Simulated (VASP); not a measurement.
# Al3O2 (P-3m1) in VASP: relaxation of cell and atoms with r2SCAN

Aim: the relaxation of cell and atoms of Al3O2 with r2SCAN.

All numbers are computed with VASP 6.6.1; they aren't measurements. Logs are shortened: lines on timing, memory, paths and dates and some standing lists are left out, and cuts for length are marked.

## 1. The cell of the first run

The structure is trigonal, space group P-3m1 (No. 164). The conventional cell has a = 2.904 Å, b = 2.904 Å, c = 8.674 Å, α = 90.00°, β = 90.00°, γ = 120.00°. Within 3.8 Å of Al (site symmetry -3m) lie 12 Al at 2.88 to 2.90 Å and 6 O at 3.45 Å. Within 2.4 Å of Al (site symmetry 3m) lie 3 O at 1.81 Å. O (site symmetry 3m) has 3 Al at 1.81 Å within 2.4 Å.

## 2. Relaxation of cell and atoms, r2SCAN

POSCAR

```
Al3O2
1.0
    2.9041700164      0.0000000000      0.0000000000
   -1.4520850082      2.5150850111      0.0000000000
    0.0000000000      0.0000000000      8.6741575661
Al O
3 2
Direct
    0.0000000000      0.0000000000      0.0000000000
    0.3333333333      0.6666666667      0.7306754223
    0.6666666667      0.3333333333      0.2693245777
    0.3333333333      0.6666666667      0.3475631008
    0.6666666667      0.3333333333      0.6524368992
```

INCAR.step1

```
SYSTEM = Al3O2
ALGO = Normal
EDIFF = 1E-4
ENCUT = 600
GGA = PE
ISMEAR = 0
LASPH = .TRUE.
LCHARG = .FALSE.
LREAL = .FALSE.
LWAVE = .TRUE.
NELM = 80
PREC = Accurate
SIGMA = 0.1
```

INCAR.step2

```
SYSTEM = Al3O2
ALGO = Normal
EDIFF = 1E-7
EDIFFG = -0.01
ENCUT = 600
IBRION = 2
ISIF = 3
ISMEAR = 0
ISTART = 1
LASPH = .TRUE.
LCHARG = .FALSE.
LMIXTAU = .TRUE.
LREAL = .FALSE.
LWAVE = .FALSE.
METAGGA = R2SCAN
NELM = 80
NSW = 100
PREC = Accurate
SIGMA = 0.1
```

KPOINTS

```
k-points
0
G
  12 12 6
  0 0 0
```

Potentials or basis: VASP PAW PBE potentials, release 64 (Al, O).

Command:

```sh
$ cat potpaw_PBE.64/Al/POTCAR potpaw_PBE.64/O/POTCAR > POTCAR
$ cp INCAR.step1 INCAR
$ mpirun -np 1 vasp_std > vasp.out
$ cp INCAR.step2 INCAR
$ mpirun -np 1 vasp_std > vasp.out
```

OUTCAR:

```text
SYSTEM = Al3O2
   EDIFF = 1E-7
   EDIFFG = -0.01
   ENCUT = 600
   IBRION = 2
   ISIF = 3
   ISMEAR = 0
   ISTART = 1
   LASPH = .TRUE.
   LREAL = .FALSE.
   METAGGA = R2SCAN
   NELM = 80
   NSW = 100
   PREC = Accurate

 ion  position               nearest neighbor table
   1  0.000  0.000  0.000-   2 2.88   3 2.88   2 2.88   3 2.88   3 2.88   2 2.88
   2  0.333  0.667  0.731-   5 1.81   5 1.81   5 1.81   1 2.88   1 2.88   1 2.88
   3  0.667  0.333  0.269-   4 1.81   4 1.81   4 1.81   1 2.88   1 2.88   1 2.88
   4  0.333  0.667  0.348-   3 1.81   3 1.81   3 1.81
   5  0.667  0.333  0.652-   2 1.81   2 1.81   2 1.81

  LATTYP: Found a hexagonal cell.
 ALAT       =     2.9041700164
 C/A-ratio  =     2.9867939952

  Lattice vectors:

 A1 = (   2.9041700164,   0.0000000000,   0.0000000000)
 A2 = (  -1.4520850082,   2.5150850111,   0.0000000000)
 A3 = (   0.0000000000,   0.0000000000,   8.6741575661)

Analysis of symmetry for initial positions (statically):
=====================================================================
 Subroutine PRICEL returns:
 Original cell was already a primitive cell.

 Routine SETGRP: Setting up the symmetry group for a
 hexagonal supercell.

 Subroutine GETGRP returns: Found 12 space group operations
 (whereof 12 operations were pure point group operations)
 out of a pool of 24 trial point group operations.

The static configuration has the point symmetry D_3d.

Analysis of symmetry for dynamics (positions and initial velocities):
=====================================================================
 Subroutine PRICEL returns:
 Original cell was already a primitive cell.

 Routine SETGRP: Setting up the symmetry group for a
 hexagonal supercell.

 Subroutine GETGRP returns: Found 12 space group operations
 (whereof 12 operations were pure point group operations)
 out of a pool of 24 trial point group operations.

The dynamic configuration has the point symmetry D_3d.

 Subroutine INISYM returns: Found 12 space group operations
 (whereof 12 operations are pure point group operations),
 and found     1 'primitive' translations

----------------------------------------------------------------------------------------

                                     Primitive cell

  volume of cell :      63.3581

  direct lattice vectors                    reciprocal lattice vectors
[... 127 lines left out ...]
  energy-cutoff  :      600.00
  volume of cell :       63.36
 maximum number of plane-waves:      2132
   NGX = 11   NGY = 11   NGZ = 35

--------------------------------------- Ionic step        1  -------------------------------------------

 number of electron      20.9999995 magnetization

 Free energy of the ion-electron system (eV)
  ---------------------------------------------------
  ext. energy  EPLUGINS =         0.00000000
  ---------------------------------------------------
  free energy    TOTEN  =       -41.88258345 eV

  energy without entropy =      -41.87704335  energy(sigma->0) =      -41.87981340

------------------------ aborting loop because EDIFF is reached ----------------------------------------

  FORCE on cell =-STRESS in cart. coord.  units (eV):
  Direction    XX          YY          ZZ          XY          YZ          ZX
  --------------------------------------------------------------------------------------
  -------------------------------------------------------------------------------------
  Total        0.0551688      0.0551688     -0.1611282      0.0000000      0.0000000      0.0000000
  in kB        1.3950908      1.3950908     -4.0745539      0.0000000      0.0000000      0.0000000
  external PRESSURE =      -0.4281241 kB  Pullay stress =       0.0000000 kB
[... 98 lines left out ...]
  FREE ENERGIE OF THE ION-ELECTRON SYSTEM (eV)
  ---------------------------------------------------
  free  energy   TOTEN  =       -41.8829300054 eV

  energy  without entropy=      -41.8772778085  energy(sigma->0) =      -41.88010391

[... ionic steps 4 to 11 ...]

--------------------------------------- Ionic step       12  -------------------------------------------

 number of electron      20.9999998 magnetization

------------------------ aborting loop because EDIFF is reached ----------------------------------------
[... 73 lines left out ...]
--------------------------------------- Ionic step       14  -------------------------------------------

 number of electron      20.9999997 magnetization

 Free energy of the ion-electron system (eV)
  ---------------------------------------------------
  ext. energy  EPLUGINS =         0.00000000
  ---------------------------------------------------
  free energy    TOTEN  =       -41.88324927 eV

  energy without entropy =      -41.87751670  energy(sigma->0) =      -41.88038299

 E-fermi :   7.3291     XC(G=0): -10.7847

 val. band max:        7.3273947893   @ k =   0.3333   0.2500   0.0000
 cond. band min:       7.3528978192   @ k =  -0.2500  -0.4167   0.3333
 fundamental gap:      0.0255030299
 Fermi energy:         7.3291433171

 k-point     1 :       0.0000    0.0000    0.0000
  band No.  band energies     occupation
      1     -15.4878      2.00000
      2     -15.3065      2.00000
      3      -3.3555      2.00000
      4      -0.7600      2.00000
      5       0.6901      2.00000
      6       1.8085      2.00000
      7       1.8085      2.00000
      8       1.8687      2.00000
      9       1.8687      2.00000
     10       4.2511      2.00000
     11       7.7397      0.00000
     12      11.8809      0.00000
     13      13.2525      0.00000
     14      18.1804      0.00000
[... 377 lines left out ...]
      1     -15.2575      2.00000
      2     -15.0944      2.00000
      3      -2.7319      2.00000
      4      -0.6169      2.00000
      5       0.6060      2.00000
      6       0.8389      2.00000
      7       1.4814      2.00000
      8       1.6084      2.00000
      9       1.6958      2.00000
     10       4.3960      2.00000
     11       8.7634      0.00000
     12      12.6774      0.00000
     13      13.1934      0.00000
     14      13.9388      0.00000

 [... further k-points ...]

------------------------ aborting loop because EDIFF is reached ----------------------------------------

  FORCE on cell =-STRESS in cart. coord.  units (eV):
  Direction    XX          YY          ZZ          XY          YZ          ZX
  --------------------------------------------------------------------------------------
  -------------------------------------------------------------------------------------
  Total        0.0227564      0.0227564      0.0291484     -0.0000000      0.0000000      0.0000000
  in kB        0.5739422      0.5739422      0.7351567     -0.0000000      0.0000000      0.0000000
  external PRESSURE =       0.6276803 kB  Pullay stress =       0.0000000 kB
[... 20 lines left out ...]
  FREE ENERGIE OF THE ION-ELECTRON SYSTEM (eV)
  ---------------------------------------------------
  free  energy   TOTEN  =       -41.8832492674 eV

  energy  without entropy=      -41.8775167032  energy(sigma->0) =      -41.88038299

 reached required accuracy - stopping structural energy minimisation
```

OUTCAR.step1:

```text
SYSTEM = Al3O2
   EDIFF = 1E-4
   ENCUT = 600
   GGA = PE
   ISMEAR = 0
[... 641 lines left out ...]
     -0.00000      1.67672      6.33799        -0.000000      0.000000      0.357990
      1.45209      0.83836      2.33616        -0.000000     -0.000000     -0.357990
     -0.00000      1.67672      3.01482         0.000000     -0.000000      0.254781
      1.45209      0.83836      5.65934        -0.000000      0.000000     -0.254781
 -----------------------------------------------------------------------------------
    total drift:                                0.000000      0.000000     -0.000000

  FREE ENERGIE OF THE ION-ELECTRON SYSTEM (eV)
  ---------------------------------------------------
  free  energy   TOTEN  =       -29.9958555271 eV

  energy  without entropy=      -29.9893404979  energy(sigma->0) =      -29.99259801
```

It took 35 min on 1 thread of Intel Xeon Platinum 8488C (Sapphire Rapids), shared host; peak memory 0.27 GiB.

Results:

```yaml
Free_energy: -41.8832 eV
Relaxed_volume: 12.71 Å³/atom
Relaxed_cell: a = 2.906 Å, b = 2.906 Å, c = 8.687 Å, α = 90.00°, β = 90.00°, γ = 120.00°
Space_group_after_relaxing_to_0.1_Å: P-3m1 (No. 164)
Energy_gained_by_relaxing: 0.1 meV/atom
Ionic_steps: 14
Pressure_after_relaxing: 0.1 GPa
Band_gap_on_the_k_mesh: zero (an odd number of electrons rules out a gap without spin polarisation)
```

The path:
| step | energy change (eV) | largest force (eV/Å) | pressure (GPa) | volume (Å³) |
| --- | --- | --- | --- | --- |
| 1 | 0.0000 | 0.0674 | -0.04 | 63.36 |
| 2 | -0.0003 | 0.0382 | 0.15 | 63.33 |
| 3 | -0.0003 | 0.0301 | 0.12 | 63.33 |
| 4 | -0.0004 | 0.0161 | -0.11 | 63.41 |
| 5 | -0.0004 | 0.0129 | -0.01 | 63.38 |
| 6 | -0.0004 | 0.0110 | -0.02 | 63.38 |
| 7 | -0.0004 | 0.0103 | 0.00 | 63.38 |
| 8 | -0.0005 | 0.0129 | 0.06 | 63.37 |
| 9 | -0.0005 | 0.0300 | 0.19 | 63.34 |
| 10 | -0.0005 | 0.0145 | 0.10 | 63.36 |
| 11 | -0.0005 | 0.0140 | 0.10 | 63.37 |
| 12 | -0.0005 | 0.0127 | 0.10 | 63.39 |
| 13 | -0.0006 | 0.0080 | 0.08 | 63.43 |
| 14 | -0.0007 | 0.0008 | 0.06 | 63.53 |

Final structure:
```
Al O
1.0
     2.90583    0.00000    0.00000
    -1.45291    2.51652    0.00000
     0.00000    0.00000    8.68710
Al O
3 2
Direct
  0.00000 0.00000 0.00000
  0.33333 0.66667 0.73166
  0.66667 0.33333 0.26835
  0.33333 0.66667 0.34603
  0.66667 0.33333 0.65397
```

Caveat: the PAW data sets were made with another functional, which shifts forces and pressure a little.

The gap in the log of VASP goes by the Fermi energy; the results here count the filled bands.